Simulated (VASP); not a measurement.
Here is a VASP 6.6.1 calculation.

The input INCAR:

```
PREC     = Accurate       # precision mode
ENCUT    = 520            # plane-wave cutoff, eV
EDIFF    = 1E-6           # SCF threshold, eV
ISMEAR   = 0              # smearing method
SIGMA    = 0.05           # smearing width, eV
LREAL    = F              # projectors in reciprocal space
LASPH    = T              # aspherical terms in the spheres
NELM     = 80             # most SCF steps
ALGO     = Normal         # electronic algorithm
ISIF     = 2              # what is computed and relaxed
LWAVE    = F              # write WAVECAR
LCHARG   = F              # write CHGCAR
GGA      = PS             # functional
IVDW     = 12             # dispersion correction
NBANDS   = 20             # bands
```

Contents of KPOINTS:

```
regular mesh
0
Gamma
  12 12 2
```

POSCAR

```
WS2
1.0
    3.0977750082      0.0000000000      0.0000000000
   -1.5488875041      2.6827518523      0.0000000000
    0.0000000000      0.0000000000     16.7957060984
W S
1 2
Direct
    0.3333333333      0.6666666667      0.0000000000
    0.6605841397      0.3333333333      0.9071447969
    0.6727491936      0.3333333333      0.0928552031
```

Potentials or basis: VASP PAW PBE potentials, release 64 (W_sv, S).

Launch:

```console
$ cat potpaw_PBE.64/W_sv/POTCAR potpaw_PBE.64/S/POTCAR > POTCAR
$ mpirun -np 1 vasp_std > vasp.out
```

**Question.** Estimate the band gap on the k mesh.

**Answer.** 2.03 eV (least direct gap 2.11 eV).

**Question.** What does it give for the dispersion energy per atom?

**Answer.** -0.258 eV.

**Question.** What does it give for the largest force?

**Answer.** 0.556 eV/Å.

Forces on the atoms (eV/Å):
```
W    0.000  0.007  0.000
S    0.212 -0.003 -0.514
S   -0.212 -0.003  0.514
```

Caveat: the cell differs from its parent crystal (atoms displaced along a vibrational mode, the cell strained); the PAW data sets were made with another functional, which shifts forces and pressure a little; spin-orbit coupling is left out, which moves the levels of the heavy elements.
